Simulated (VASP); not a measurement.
# SrO (Fm-3m) in VASP: notebook, part 2 of 2

VASP 6.6.1.

### Step 4. Single point, PBE

The input, INCAR:

```
SYSTEM = SrO
PREC = Accurate
ENCUT = 600
EDIFF = 1E-6
ISMEAR = -1
SIGMA = 0.001
LREAL = .False.
LASPH = .True.
NELM = 120
ALGO = Normal
ISIF = 2
LWAVE = .False.
LCHARG = .True.
GGA = PE
LELF = .True.
LVHAR = .True.
NBANDS = 15
GGA_COMPAT = .False.
```

The input, KPOINTS:

```
regular mesh
0
Gamma
  6 6 6
  0 0 0
```

The input, POSCAR:

```
SrO
1.0
    0.0000000000      2.5798923266      2.5798923266
    2.5798923266      0.0000000000      2.5798923266
    2.5798923266      2.5798923266      0.0000000000
Sr O
1 1
Direct
    0.0000000000      0.0000000000      0.0000000000
    0.5000000000      0.5000000000      0.5000000000
```

Potentials or basis: VASP PAW PBE potentials, release 64 (Sr_sv, O).

Run with:

```bash
> cat potpaw_PBE.64/Sr_sv/POTCAR potpaw_PBE.64/O/POTCAR > POTCAR
> mpirun -np 1 vasp_std > vasp.out
```

OUTCAR:

```text
SYSTEM = SrO
   PREC = Accurate
   ENCUT = 600
   EDIFF = 1E-6
   ISMEAR = -1
   LREAL = .False.
   LASPH = .True.
   NELM = 120
   ISIF = 2
   GGA = PE

 ion  position               nearest neighbor table
   1  0.000  0.000  0.000-   2 2.58   2 2.58   2 2.58   2 2.58   2 2.58   2 2.58
   2  0.500  0.500  0.500-   1 2.58   1 2.58   1 2.58   1 2.58   1 2.58   1 2.58

  LATTYP: Found a face centered cubic cell.
 ALAT       =     5.1597846532

  Lattice vectors:

 A1 = (   0.0000000000,   2.5798923266,   2.5798923266)
 A2 = (   2.5798923266,   0.0000000000,   2.5798923266)
 A3 = (   2.5798923266,   2.5798923266,   0.0000000000)

Analysis of symmetry for initial positions (statically):
=====================================================================
 Subroutine PRICEL returns:
 Original cell was already a primitive cell.

 Routine SETGRP: Setting up the symmetry group for a
 face centered cubic supercell.

 Subroutine GETGRP returns: Found 48 space group operations
 (whereof 48 operations were pure point group operations)
 out of a pool of 48 trial point group operations.

The static configuration has the point symmetry O_h .

Analysis of symmetry for dynamics (positions and initial velocities):
=====================================================================
 Subroutine PRICEL returns:
 Original cell was already a primitive cell.

 Routine SETGRP: Setting up the symmetry group for a
 face centered cubic supercell.

 Subroutine GETGRP returns: Found 48 space group operations
 (whereof 48 operations were pure point group operations)
 out of a pool of 48 trial point group operations.

The dynamic configuration has the point symmetry O_h .

 Subroutine INISYM returns: Found 48 space group operations
 (whereof 48 operations are pure point group operations),
 and found     1 'primitive' translations

----------------------------------------------------------------------------------------

                                     Primitive cell

  volume of cell :      34.3427

  direct lattice vectors                    reciprocal lattice vectors
     0.000000000  2.579892327  2.579892327    -0.193806538  0.193806538  0.193806538
     2.579892327  0.000000000  2.579892327     0.193806538 -0.193806538  0.193806538
     2.579892327  2.579892327  0.000000000     0.193806538  0.193806538 -0.193806538

  length of vectors
     3.648518718  3.648518718  3.648518718     0.335682770  0.335682770  0.335682770

  position of ions in fractional coordinates (direct lattice)
     0.000000000  0.000000000  0.000000000
     0.500000000  0.500000000  0.500000000

  ion indices of the primitive-cell ions
   primitive index   ion index
                 1           1
                 2           2

----------------------------------------------------------------------------------------

 KPOINTS: regular mesh

Automatic generation of k-mesh.
 Grid dimensions read from file:
 generate k-points for:    6    6    6

 Generating k-lattice:

  Cartesian coordinates                     Fractional coordinates (reciprocal lattice)
    -0.032301090  0.032301090  0.032301090     0.166666667  0.000000000  0.000000000
[... 31 lines left out ...]
 -0.333333  0.500000  0.166667     12.000000
   k-points           NKPTS =     16   k-points in BZ     NKDIM =     16   number of bands    NBANDS=     15
   number of dos      NEDOS =    301   number of ions     NIONS =      2
   total plane-waves  NPLWV =  27000
   dimension x,y,z NGX =    30 NGY =   30 NGZ =   30
   dimension x,y,z NGXF=    60 NGYF=   60 NGZF=   60
   ions per type =               1   1
   NGX,Y,Z   is equivalent  to a cutoff of  13.67, 13.67, 13.67 a.u.
   NGXF,Y,Z  is equivalent  to a cutoff of  27.34, 27.34, 27.34 a.u.
 SYSTEM =  SrO
   PREC   = accura    normal or accurate (medium, high low for compatibility)
   ISTART =      0    job   : 0-new  1-cont  2-samecut
   ICHARG =      2    charge: 1-file 2-atom 10-const
   ISPIN  =      1    spin polarized calculation?
   LNONCOLLINEAR =      F non collinear calculations
   LSORBIT =      F    spin-orbit coupling
   LASPH  =      T    aspherical Exc in radial PAW
   ENCUT  =  600.0 eV  44.10 Ry    6.64 a.u.   7.29  7.29  7.29*2*pi/ulx,y,z
   NELM   =    120;   NELMIN=  2; NELMDL= -5     # of ELM steps
   EDIFF  = 0.1E-05   stopping-criterion for ELM
   LREAL  =      F    real-space projection
   EDIFFG = 0.1E-04   stopping-criterion for IOM
   NSW    =      0    number of steps for IOM
   IBRION =     -1    ionic relax: 0-MD 1-quasi-New 2-CG
   NFREE  =      0    steps in history (QN), initial steepest desc. (CG)
   ISIF   =      2    stress and relaxation
   ISYM   =      2    0-nonsym 1-usesym 2-fastsym
   POTIM  = 0.5000    time-step for ionic-motion
   TEBEG  =    0.0;   TEEND  =   0.0 temperature during run
   PSTRESS=    0.0 pullay stress
   NELECT =      16.0000    total number of electrons
   NUPDOWN=      -1.0000    fix difference up-down
   EMIN   =  10.00;   EMAX   =-10.00  energy-range for DOS
   EFERMI =   0.00;   METHOD = LEGACY
   ISMEAR =    -1;   SIGMA  =   0.00  broadening in eV -4-tet -1-fermi 0-gaus
   EFERMI_NEDOS =   21; number of points for ismear=-14 and -15
   IALGO  =     38    algorithm
   IMIX   =      4    mixing-type and parameters
     AMIX     =   0.40;   BMIX     =  1.00
     AMIX_MAG =   1.60;   BMIX_MAG =  1.00
  volume/ion in A,a.u.               =      17.17       115.88
  Fermi-wavevector in a.u.,A,eV,Ry     =   1.269122  2.398292 21.914492  1.610670
  Thomas-Fermi vector in A             =   2.402180
   LORBIT       =      0    0 simple, 1 ext, 2 COOP (PROOUT), +10 PAW based schemes
   GGA     = PE    functional components
   LHFCALC =     F    Hartree Fock is set to
   AEXX    =    0.0000 exact exchange contribution
   IVDW    =     0    specifies the selected vdW correction
   LEPSILON=     F    determine dielectric tensor
   LRPA    =     F    only Hartree local field effects (RPA)
 non-spin polarized calculation
  energy-cutoff  :      600.00
  volume of cell :       34.34
 maximum number of plane-waves:      1167
 NGX is ok and might be reduce to    30
   NGX = 15   NGY = 15   NGZ = 15

 number of electron      15.9999998 magnetization

 Free energy of the ion-electron system (eV)
  ---------------------------------------------------
  ext. energy  EPLUGINS =         0.00000000
  ---------------------------------------------------
  free energy    TOTEN  =       -12.04951623 eV

  energy without entropy =      -12.04951623  energy(sigma->0) =      -12.04951623

 E-fermi :   1.7331     XC(G=0):  -9.9773

 val. band max:        1.6137852303   @ k =   0.0000   0.0000   0.0000
 cond. band min:       4.8851456322   @ k =   0.5000   0.5000   0.0000
 fundamental gap:      3.2713604019
 Fermi energy:         1.7330650582

 k-point     1 :       0.0000    0.0000    0.0000
  band No.  band energies     occupation
      1     -30.8112      2.00000
      2     -13.4633      2.00000
      3     -12.4597      2.00000
      4     -12.4597      2.00000
      5     -12.4597      2.00000
      6       1.6138      2.00000
      7       1.6138      2.00000
      8       1.6138      2.00000
      9       5.5238      0.00000
     10       7.8022      0.00000
     11       7.8022      0.00000
     12       7.8022      0.00000
     13       9.9461      0.00000
     14       9.9461      0.00000
[... 257 lines left out ...]
      2     -14.0210      2.00000
      3     -13.2491      2.00000
      4     -12.9632      2.00000
      5     -12.0508      2.00000
      6       0.7392      2.00000
      7       1.1389      2.00000
      8       1.2680      2.00000
      9       6.2498      0.00000
     10       9.1483      0.00000
     11       9.9951      0.00000
     12      12.5287      0.00000
     13      12.6339      0.00000
     14      14.4596      0.00000
     15      14.9885      0.00000

------------------------ aborting loop because EDIFF is reached ----------------------------------------

  FORCE on cell =-STRESS in cart. coord.  units (eV):
  Direction    XX          YY          ZZ          XY          YZ          ZX
  --------------------------------------------------------------------------------------
  -------------------------------------------------------------------------------------
  Total        0.4872279      0.4872279      0.4872279     -0.0000000     -0.0000000      0.0000000
  in kB       22.7304469     22.7304469     22.7304469     -0.0000000     -0.0000000      0.0000000
  external PRESSURE =      22.7304469 kB  Pullay stress =       0.0000000 kB

 VOLUME and BASIS-vectors are now :
 -----------------------------------------------------------------------------
  energy-cutoff  :      600.00
  volume of cell :       34.34
      direct lattice vectors                 reciprocal lattice vectors
     0.000000000  2.579892327  2.579892327    -0.193806538  0.193806538  0.193806538
     2.579892327  0.000000000  2.579892327     0.193806538 -0.193806538  0.193806538
     2.579892327  2.579892327  0.000000000     0.193806538  0.193806538 -0.193806538

 POSITION                                       TOTAL-FORCE (eV/Angst)
 -----------------------------------------------------------------------------------
      0.00000      0.00000      0.00000         0.000000      0.000000     -0.000000
      2.57989      2.57989      2.57989        -0.000000      0.000000      0.000000
 -----------------------------------------------------------------------------------
    total drift:                                0.000000      0.000000      0.000000

  FREE ENERGIE OF THE ION-ELECTRON SYSTEM (eV)
  ---------------------------------------------------
  free  energy   TOTEN  =       -12.0495162297 eV

  energy  without entropy=      -12.0495162297  energy(sigma->0) =      -12.04951623
```

OSZICAR:

```text
N       E                     dE             d eps       ncg     rms          rms(c)
DAV:   1     0.781035423157E+02    0.78104E+02   -0.93109E+03   480   0.117E+03
DAV:   2    -0.104686284639E+02   -0.88572E+02   -0.81990E+02   671   0.232E+02
DAV:   3    -0.141899419060E+02   -0.37213E+01   -0.37076E+01   662   0.438E+01
DAV:   4    -0.142482207978E+02   -0.58279E-01   -0.58275E-01   625   0.534E+00
DAV:   5    -0.142495695480E+02   -0.13488E-02   -0.13487E-02   592   0.675E-01    0.161E+01
DAV:   6    -0.122016912327E+02    0.20479E+01   -0.67264E+00   487   0.194E+01    0.190E+01
DAV:   7    -0.120588337026E+02    0.14286E+00   -0.30501E-01   550   0.490E+00    0.110E+01
DAV:   8    -0.120475512197E+02    0.11282E-01   -0.12023E-01   627   0.347E+00    0.429E-01
DAV:   9    -0.120488977489E+02   -0.13465E-02   -0.58533E-03   591   0.487E-01    0.235E-01
DAV:  10    -0.120493540624E+02   -0.45631E-03   -0.45707E-04   536   0.203E-01    0.874E-02
DAV:  11    -0.120494975677E+02   -0.14351E-03   -0.14434E-04   515   0.900E-02    0.278E-02
DAV:  12    -0.120495161819E+02   -0.18614E-04   -0.28462E-05   522   0.395E-02    0.247E-02
DAV:  13    -0.120495162297E+02   -0.47857E-07   -0.16280E-06   514   0.112E-02
   1 F= -.12049516E+02 E0= -.12049516E+02  d E =0.000000E+00
```

stdout:

```text
POSCAR found type information on POSCAR SrO
 POSCAR found :  2 types and       2 ions
 scaLAPACK will be used
 LDA part: xc-table for (Slater+PW92), standard interpolation
 POSCAR, INCAR and KPOINTS ok, starting setup
 FFT: planning ... GRIDC
 FFT: planning ... GRID_SOFT
 FFT: planning ... GRID
 WAVECAR not read
 entering main loop
```

Run time: 9.5 s. Hardware: 1 thread of Intel Xeon 6975P-C (Granite Rapids), shared host; peak memory 0.17 GiB.

What came out:

```yaml
Free_energy: -12.0495 eV
Pressure: 2.3 GPa
Band_gap_on_the_k_mesh: 3.27 eV (least direct gap 3.37 eV)
```

Levels at points of the mesh, in eV from the valence-band top:
| k point | band 6 | band 7 | band 8 | band 9 | band 10 | band 11 |
| --- | --- | --- | --- | --- | --- | --- |
| (0.00, 0.00, 0.00) | 0.00 | 0.00 | 0.00 | 3.91 | 6.19 | 6.19 |
| (0.50, 0.00, 0.00) | -2.15 | -1.12 | -1.12 | 6.51 | 8.37 | 8.79 |
| (0.50, 0.50, 0.00) | -0.45 | -0.10 | -0.10 | 3.27 | 7.73 | 10.11 |

A k mesh can miss the band edges.

### Step 5. Single point, PBE

The input, INCAR:

```
ALGO = Normal
EDIFF = 1E-6
ENCUT = 600
GGA = PE
GGA_COMPAT = False
ISIF = 2
ISMEAR = -1
LASPH = True
LCHARG = False
LREAL = False
LWAVE = False
NBANDS = 15
NELM = 120
PREC = Accurate
SIGMA = 0.2
```

The input, KPOINTS:

```
k-points
0
Gamma
  6 6 6
```

POSCAR is that of step 4.

Run with:

```bash
> cat potpaw_PBE.64/Sr_sv/POTCAR potpaw_PBE.64/O/POTCAR > POTCAR
> mpirun -np 1 vasp_std > vasp.out
```

Wall time 7.2 s (1 thread of Intel Xeon 6975P-C (Granite Rapids), shared host); peak memory 0.17 GiB.

Results (log left out):

```yaml
Free_energy: -12.0495 eV
Pressure: 2.3 GPa
Band_gap_on_the_k_mesh: 3.27 eV (least direct gap 3.37 eV)
```

Levels at points of the mesh, in eV from the valence-band top:
```tsv
k point	band 5	band 6	band 7	band 8	band 9	band 10	band 11	band 12
(0.00, 0.00, 0.00)	-14.07	0.00	0.00	0.00	3.91	6.19	6.19	6.19
(0.50, 0.00, 0.00)	-12.89	-2.15	-1.12	-1.12	6.51	8.37	8.79	8.79
(0.50, 0.50, 0.00)	-14.43	-0.45	-0.10	-0.10	3.27	7.73	10.11	10.29
```

### Step 6. Single point, PBE

The input, INCAR:

```
SYSTEM = SrO
  ALGO = Normal
  EDIFF = 1E-6
  ENCUT = 600
  GGA = PE
  GGA_COMPAT = .False.
  ISIF = 2
  ISMEAR = 0
  ISYM = 0
  LASPH = .True.
  LCHARG = .False.
  LREAL = .False.
  LWAVE = .False.
  NBANDS = 15
  NELM = 120
  PREC = Accurate
  SIGMA = 0.01
```

The input, KPOINTS:

```
Automatic mesh
0
Gamma
  6 6 6
  0.5 0.5 0.5
```

POSCAR is that of step 5.

Potentials or basis: VASP PAW PBE potentials, release 64 (Sr_sv, O).

Run with:

```bash
> cat potpaw_PBE.64/Sr_sv/POTCAR potpaw_PBE.64/O/POTCAR > POTCAR
> mpirun -np 1 vasp_std > vasp.out
```

OUTCAR:

```text
SYSTEM = SrO
   EDIFF = 1E-6
   ENCUT = 600
   GGA = PE
   ISIF = 2
   ISMEAR = 0
   ISYM = 0
   LASPH = .True.
   LREAL = .False.
   NELM = 120
   PREC = Accurate

 ion  position               nearest neighbor table
   1  0.000  0.000  0.000-   2 2.58   2 2.58   2 2.58   2 2.58   2 2.58   2 2.58
   2  0.500  0.500  0.500-   1 2.58   1 2.58   1 2.58   1 2.58   1 2.58   1 2.58

IMPORTANT INFORMATION: All symmetrisations will be switched off!
NOSYMM: (Re-)initialisation of all symmetry stuff for point group C_1.

----------------------------------------------------------------------------------------

                                     Primitive cell

  volume of cell :      34.3427

  direct lattice vectors                    reciprocal lattice vectors
     0.000000000  2.579892327  2.579892327    -0.193806538  0.193806538  0.193806538
     2.579892327  0.000000000  2.579892327     0.193806538 -0.193806538  0.193806538
     2.579892327  2.579892327  0.000000000     0.193806538  0.193806538 -0.193806538

  length of vectors
     3.648518718  3.648518718  3.648518718     0.335682770  0.335682770  0.335682770

  position of ions in fractional coordinates (direct lattice)
     0.000000000  0.000000000  0.000000000
[... 144 lines left out ...]
      9       5.8522      0.00000
     10       7.7218      0.00000
     11       7.9380      0.00000
     12       7.9380      0.00000
     13      10.1290      0.00000
     14      10.1290      0.00000
[... 401 lines left out ...]
      2     -14.7512      2.00000
      3     -12.6043      2.00000
      4     -12.5143      2.00000
      5     -11.4388      2.00000
      6      -0.2033      2.00000
      7       0.6028      2.00000
      8       0.8280      2.00000
      9       7.7818      0.00000
     10       8.9060      0.00000
     11       9.6774      0.00000
     12      10.2450      0.00000
     13      12.4864      0.00000
     14      12.5984      0.00000
     15      16.8803      0.00000

 [... further k-points ...]

------------------------ aborting loop because EDIFF is reached ----------------------------------------

  FORCE on cell =-STRESS in cart. coord.  units (eV):
  Direction    XX          YY          ZZ          XY          YZ          ZX
  --------------------------------------------------------------------------------------
  -------------------------------------------------------------------------------------
  Total        0.4873836      0.4873832      0.4873833      0.0000018      0.0000016      0.0000015
  in kB       22.7377095     22.7376947     22.7376966      0.0000856      0.0000741      0.0000690
  external PRESSURE =      22.7377003 kB  Pullay stress =       0.0000000 kB

 VOLUME and BASIS-vectors are now :
 -----------------------------------------------------------------------------
  energy-cutoff  :      600.00
  volume of cell :       34.34
      direct lattice vectors                 reciprocal lattice vectors
     0.000000000  2.579892327  2.579892327    -0.193806538  0.193806538  0.193806538
     2.579892327  0.000000000  2.579892327     0.193806538 -0.193806538  0.193806538
     2.579892327  2.579892327  0.000000000     0.193806538  0.193806538 -0.193806538

 POSITION                                       TOTAL-FORCE (eV/Angst)
 -----------------------------------------------------------------------------------
      0.00000      0.00000      0.00000        -0.000000     -0.000000      0.000000
      2.57989      2.57989      2.57989         0.000000      0.000000     -0.000000
 -----------------------------------------------------------------------------------
    total drift:                                0.000000      0.000000     -0.000000

  FREE ENERGIE OF THE ION-ELECTRON SYSTEM (eV)
  ---------------------------------------------------
  free  energy   TOTEN  =       -12.0496507530 eV

  energy  without entropy=      -12.0496507530  energy(sigma->0) =      -12.04965075
```

OSZICAR:

```text
N       E                     dE             d eps       ncg     rms          rms(c)
DAV:   1     0.750168380025E+02    0.75017E+02   -0.92318E+03 12960   0.117E+03
DAV:   2    -0.106933467374E+02   -0.85710E+02   -0.78322E+02 17670   0.233E+02
DAV:   3    -0.141792643569E+02   -0.34859E+01   -0.34659E+01 17529   0.421E+01
DAV:   4    -0.142479952769E+02   -0.68731E-01   -0.68723E-01 15954   0.561E+00
DAV:   5    -0.142495894953E+02   -0.15942E-02   -0.15942E-02 16798   0.665E-01    0.161E+01
DAV:   6    -0.122018855974E+02    0.20477E+01   -0.66984E+00 13247   0.195E+01    0.190E+01
DAV:   7    -0.120589279179E+02    0.14296E+00   -0.30124E-01 15424   0.491E+00    0.110E+01
DAV:   8    -0.120477401712E+02    0.11188E-01   -0.12143E-01 17370   0.349E+00    0.406E-01
DAV:   9    -0.120490274648E+02   -0.12873E-02   -0.58639E-03 15639   0.490E-01    0.235E-01
DAV:  10    -0.120494861811E+02   -0.45872E-03   -0.45958E-04 14332   0.204E-01    0.892E-02
DAV:  11    -0.120496327686E+02   -0.14659E-03   -0.14774E-04 14073   0.909E-02    0.274E-02
DAV:  12    -0.120496506277E+02   -0.17859E-04   -0.28216E-05 13905   0.395E-02    0.262E-02
DAV:  13    -0.120496507530E+02   -0.12530E-06   -0.17532E-06 14472   0.116E-02
   1 F= -.12049651E+02 E0= -.12049651E+02  d E =-.154197E-56
```

stdout:

```text
POSCAR found type information on POSCAR SrO
 POSCAR found :  2 types and       2 ions
 scaLAPACK will be used
 LDA part: xc-table for (Slater+PW92), standard interpolation
 POSCAR, INCAR and KPOINTS ok, starting setup
 FFT: planning ... GRIDC
 FFT: planning ... GRID_SOFT
 FFT: planning ... GRID
 WAVECAR not read
 entering main loop
```

Wall time 1.9 min (1 thread of Intel Xeon 6975P-C (Granite Rapids), shared host); peak memory 0.39 GiB.

What came out:

```
Free energy            : -12.0497 eV
Pressure               : 2.3 GPa
Band gap on the k mesh : 3.59 eV (least direct gap 3.66 eV)
```

Caveat: a shifted mesh leaves out Γ, where band edges can lie.

### Step 7. The runs side by side

| k mesh | smearing | gap on the mesh (eV) | pressure (GPa) |
| --- | --- | --- | --- |
| 4 × 4 × 4 | gaussian 0.01 eV | 3.27 | 2.3 |
| 6 × 6 × 6 | methfessel-paxton 0.2 eV | 3.27 | 2.3 |
| 6 × 6 × 6 | fermi-dirac 0.001 eV | 3.27 | 2.3 |
| 6 × 6 × 6 | fermi-dirac 0.2 eV | 3.27 | 2.3 |
| 6 × 6 × 6, shifted | gaussian 0.01 eV | 3.59 | 2.3 |

Alike in all rows: task single point; level PBE; potentials or basis VASP PAW PBE potentials, release 64 (Sr_sv, O); no spin polarisation; cell as given; cutoff (eV) 600.

Caveats: some runs use coarse meshes; a shifted mesh leaves out Γ, where band edges can lie (at least some runs).

Absolute energies hang on the potentials; compare differences alone.
